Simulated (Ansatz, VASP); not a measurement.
## One calculation of NbAs, two programs

File INCAR:

```
SYSTEM = NbAs
ALGO     = Normal         ! electronic algorithm
EDIFF    = 1E-7           ! SCF threshold, eV
ENCUT    = 520            ! plane-wave cutoff, eV
GGA      = PE             ! functional
ISIF     = 2              ! what is computed and relaxed
ISMEAR   = 0              ! smearing method
LASPH    = .TRUE.         ! aspherical terms in the spheres
LCHARG   = .TRUE.         ! write CHGCAR
LELF     = .TRUE.         ! ELF
LREAL    = .FALSE.        ! projectors in reciprocal space
LVHAR    = .TRUE.       
LWAVE    = .FALSE.        ! write WAVECAR
NBANDS   = 26             ! bands
NELM     = 80             ! most SCF steps
PREC     = Accurate       ! precision mode
SIGMA    = 0.03           ! smearing width, eV
```

The input KPOINTS:

```
k-points
0
G
  11 11 11
  0 0 0
```

POSCAR

```
NbAs
1.0
   -1.7258500000      1.7258500000      5.8400000000
    1.7258500000     -1.7258500000      5.8400000000
    1.7258500000      1.7258500000     -5.8400000000
Nb As
2 2
Direct
    0.5000000000      0.0000000000      0.5000000000
    0.7500000000      0.7500000000      0.0000000000
    0.9160000000      0.4160000000      0.5000000000
    0.1660000000      0.1660000000      0.0000000000
```

The input input.yaml:

```yaml
crystal:
  lattice:
    - [-1.72585, 1.72585, 5.84]
    - [1.72585, -1.72585, 5.84]
    - [1.72585, 1.72585, -5.84]
  atoms:
    - { symbol: Nb, position: [0.5, 0.0, 0.5] }
    - { symbol: Nb, position: [0.75, 0.75, 0.0] }
    - { symbol: As, position: [0.916, 0.416, 0.5] }
    - { symbol: As, position: [0.166, 0.166, 0.0] }
hamiltonian:
  xc: pbe
  pseudopotentials: { kind: paw }
kpoints:
  mp_grid: { grid: [11, 11, 11] }
scf:
  occupations: { method: gaussian, width: 0.03 }
output:
  forces: true
  stress: true
  eigenvalues: true
  write_density: true
  write_potential: true
  elf: true
  volumetric_format: npy
```

Alike in both runs: task single point; functional PBE; k mesh 11 × 11 × 11; occupations gaussian, width 0.03 eV; no spin polarisation.

|  | VASP | Ansatz |
| --- | --- | --- |
| version | VASP 6.6.1 | Ansatz 0.2.0 |
| potentials or method | VASP PAW PBE potentials, release 64 (Nb_sv, As) | Ansatz PAW |
| plane-wave cutoff (eV) | 520 | 420 |
| valence electrons in the cell | 36 | 56 |

|  | VASP | Ansatz | Ansatz less VASP |
| --- | --- | --- | --- |
| gap on the k mesh at the Fermi level (eV) | 0.02 | 0.02 | 0.000 |
| least direct gap on the mesh (eV) | 0.07 | 0.06 | -0.004 |
| pressure (GPa) | 3.3 | 3.3 | -0.02 |
| traceless stress, the component that is largest in VASP (GPa) | 0.39 | 0.42 | +0.031 |
| rms of the force components (eV/Å) | 0.174 | 0.174 | -0.0006 |

Atom by atom the forces differ by 0.001 eV/Å (rms over components). With one functional, cell and mesh, what is left measures potentials, basis and numerics. VASP's potentials hold 36 valence electrons a cell and Ansatz's 56, so a difference there can come from the potentials and not from the codes.

Noted on Ansatz's run: odd divisions of the mesh miss points on the zone boundary, where band edges often lie, so the gap on the mesh can be too wide.
